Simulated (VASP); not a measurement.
**AlP (zincblende type): single point with LDA**

AlP (zincblende type):

```
CELL_PARAMETERS angstrom
0.00000 2.22582 2.22582
2.22582 0.00000 2.22582
2.22582 2.22582 0.00000
ATOMIC_POSITIONS crystal
Al 0.00000 0.00000 0.00000
P 0.25000 0.25000 0.25000
```

```yaml
Program: VASP 6.6.1
Task: single point
Functional: LDA
Potentials_or_basis: VASP PAW LDA potentials, release 64 (Al, P)
Cutoff: 500 eV
k_mesh: 12 × 12 × 12
Occupations: fermi-dirac, width 0.05 eV
Spin: no spin polarisation
```

* Pressure: 172.2 GPa
* Band gap on the k mesh: zero (band 4 reaches 12.00 eV, above the bottom of band 5 at 11.51 eV)

Levels at points of the mesh, in eV from the Fermi level:
```tsv
k point	band 1	band 2	band 3	band 4	band 5	band 6	band 7	band 8	band 9
(0.00, 0.00, 0.00)	-16.17	0.02	0.02	0.02	5.19	5.19	5.19	8.79	9.16
(0.50, 0.00, 0.00)	-12.44	-9.24	-1.05	-1.05	4.33	4.33	4.97	9.41	13.41
(0.50, 0.50, 0.00)	-10.98	-8.15	-3.56	-3.56	-0.47	1.59	14.37	14.37	15.33
```

Wall time 24 s on 1 thread of Intel Xeon 8259CL (shared host), peak memory 0.13 GiB.
